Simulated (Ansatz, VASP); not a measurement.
## BMoW3 in VASP and in Ansatz

```xyz
5
Lattice="4.0734 0.0000 0.0000 0.0000 4.0734 0.0000 0.0000 0.0000 4.8697" Properties=species:S:1:pos:R:3 pbc="T T T"
B     2.0367    2.0367    3.5652
Mo    0.0000    0.0000    3.1323
W     2.0367    0.0000    3.0824
W     0.0000    2.0367    3.0824
W     2.0367    2.0367    0.6333
```

Alike in both runs: task single point; functional PBE; k mesh 4 × 4 × 4; occupations gaussian, width 0.1 eV; no spin polarisation.

|  | VASP | Ansatz |
| --- | --- | --- |
| version | VASP 6.6.1 | Ansatz 0.2.0 |
| potentials or method | VASP PAW PBE potentials, release 64 (B, Mo_sv, W_sv), cutoff 520 eV | scalar-relativistic, plane waves, PAW |
| valence electrons in the cell | 59 | 59 |

VASP gave:

- gap on the k mesh at the Fermi level (eV): none
- rms of the force components (eV/Å): 1.256

Task: Which values does Ansatz return?

Result: gap on the k mesh at the Fermi level (eV): none; rms of the force components (eV/Å): 1.195.

Atom by atom the forces differ by 0.080 eV/Å (rms over components). A gap of «none» marks a metal or a gap that the smearing closes.

The k mesh is coarse, so the values compare programs but aren't converged. Spin-orbit coupling is off throughout.
